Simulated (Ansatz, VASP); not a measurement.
**One calculation of AlN, two programs**

File INCAR:

```
  PREC = Accurate
  ENCUT = 520
  EDIFF = 1E-7
  ISMEAR = -1
  SIGMA = 0.05
  LREAL = F
  LASPH = T
  NELM = 60
  ALGO = Normal
  ISIF = 2
  LWAVE = F
  LCHARG = F
  GGA = PS
  NBANDS = 16
```

Contents of KPOINTS:

```
regular mesh
0
Gamma
  9 9 7
```

POSCAR

```
AlN
1.0
    3.3557012103      0.0000000000      0.0000000000
   -1.6778506052      2.9061224957      0.0000000000
    0.0000000000      0.0000000000      4.2426688325
Al N
2 2
Direct
    0.6666666667      0.3333333333      0.2500000000
    0.3333333333      0.6666666667      0.7500000000
    0.6666666667      0.3333333333      0.7500000000
    0.3333333333      0.6666666667      0.2500000000
```

The input input.yaml:

```yaml
crystal:
  lattice:
    - [3.3557012103, 0.0, 0.0]
    - [-1.6778506052, 2.9061224957, 0.0]
    - [0.0, 0.0, 4.2426688325]
  atoms:
    - { symbol: Al, position: [0.6666666667, 0.3333333333, 0.25] }
    - { symbol: Al, position: [0.3333333333, 0.6666666667, 0.75] }
    - { symbol: "N", position: [0.6666666667, 0.3333333333, 0.75] }
    - { symbol: "N", position: [0.3333333333, 0.6666666667, 0.25] }
kpoints:
  mp_grid: { grid: [9, 9, 7] }
scf:
  occupations: { method: fermi_dirac, width: 0.05 }
hamiltonian:
  xc: pbesol
  pseudopotentials: { kind: all_electron, lapw: { basis_error: 0.002 } }
output:
  forces: true
  stress: true
  eigenvalues: true
```

Change from the starting cell: volume scaled by 1.04.

Alike in both runs: task single point; functional PBEsol; k mesh 9 × 9 × 7; occupations fermi-dirac, width 0.05 eV; no spin polarisation.

|  | VASP | Ansatz |
| --- | --- | --- |
| version | VASP 6.6.1 | Ansatz 0.2.0 |
| potentials or method | VASP PAW PBE potentials, release 64 (Al, N), cutoff 520 eV | all-electron LAPW, scalar-relativistic |

```tsv
	VASP	Ansatz	Ansatz less VASP
gap on the k mesh at the Fermi level (eV)	2.90	2.90	-0.002
least direct gap on the mesh (eV)	2.90	2.90	-0.002
pressure (GPa)	-10.9	-10.8	+0.09
traceless stress, the component that is largest in VASP (GPa)	0.46	0.56	+0.099
```

VASP's potentials were made for PBE, not for PBEsol. Ansatz ran all-electron here, and VASP with PAW potentials.
